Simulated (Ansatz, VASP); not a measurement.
Al in VASP and in Ansatz

File INCAR:

```
PREC = Accurate
ENCUT = 600
EDIFF = 1E-7
ISMEAR = 0
SIGMA = 0.1
LREAL = F
LASPH = T
NELM = 60
ALGO = Normal
ISIF = 3
LWAVE = F
LCHARG = F
GGA = PS
IBRION = 2
NSW = 80
EDIFFG = -0.01
```

File KPOINTS:

```
regular mesh
0
Gamma
  18 18 18
```

File POSCAR:

```
Al
1.0
    0.0000000000      2.0012861199      2.0012861199
    2.0012861199      0.0000000000      2.0012861199
    2.0012861199      2.0012861199      0.0000000000
Al
1
Direct
    0.0000000000      0.0000000000      0.0000000000
```

Input for Ansatz:

```yaml
crystal:
  lattice:
    - [0.0, 2.0012861199, 2.0012861199]
    - [2.0012861199, 0.0, 2.0012861199]
    - [2.0012861199, 2.0012861199, 0.0]
  atoms:
    - { symbol: Al, position: [0.0, 0.0, 0.0] }
basis:
  ecutwfc: 420
kpoints:
  mp_grid: { grid: [18, 18, 18] }
hamiltonian:
  xc: pbesol
scf:
  occupations: { method: gaussian, width: 0.1 }
output:
  forces: true
  stress: true
  eigenvalues: true
relax:
  adjacent_minimum: "off"
  f_tol: 0.01
  max_steps: 60
  cell: { stress_tol: 0.1 }
```

Alike in both runs: task relaxation of cell and atoms; functional PBEsol; k mesh 18 × 18 × 18; occupations gaussian, width 0.1 eV; no spin polarisation.

```csv
,VASP,Ansatz
version,VASP 6.6.1,Ansatz 0.2.0
potentials or method,"VASP PAW PBE potentials, release 64 (Al), cutoff 600 eV","scalar-relativistic, plane waves, PAW"
valence electrons in the cell,3,3
```

```tsv
	VASP	Ansatz	Ansatz less VASP
gap on the k mesh at the Fermi level, each at its own relaxed structure (eV)	none	none	-
relaxed volume (Å³/atom)	16.19	16.19	-0.004
relaxed cell length with the largest relative difference (Å)	2.840	2.840	-0.0002
```

VASP's potentials were made for PBE, not for PBEsol. A gap of «none» marks a metal or a gap that the smearing closes.
